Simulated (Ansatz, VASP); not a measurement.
## One calculation of W, two programs

```
W
1.0
    -1.67717    1.67717    1.51744
     1.67717   -1.67717    1.51744
     1.67717    1.67717   -1.51744
W
1
Direct
  0.00000 0.00000 0.00000
```

Change from the starting cell: strain +0.050 along x and y, -0.050 along z, atoms carried along.

Alike in both runs: task single point; functional r2SCAN; k mesh 20 × 20 × 20; occupations gaussian, width 0.15 eV; no spin polarisation.

|  | VASP | Ansatz |
| --- | --- | --- |
| version | VASP 6.6.1 | Ansatz 0.2.0 |
| potentials or method | VASP PAW PBE potentials, release 64 (W_sv), cutoff 520 eV | scalar-relativistic, plane waves, PAW |
| valence electrons in the cell | 14 | 14 |

|  | VASP | Ansatz | Ansatz less VASP |
| --- | --- | --- | --- |
| gap on the k mesh at the Fermi level (eV) | none | none | - |
| pressure (GPa) | -17.1 | -18.0 | -0.87 |
| traceless stress, the component that is largest in VASP (GPa) | 19.68 | 19.74 | +0.059 |

VASP's potentials were made for PBE, not for r2SCAN. A gap of «none» marks a metal or a gap that the smearing closes.

Spin-orbit coupling is off throughout.
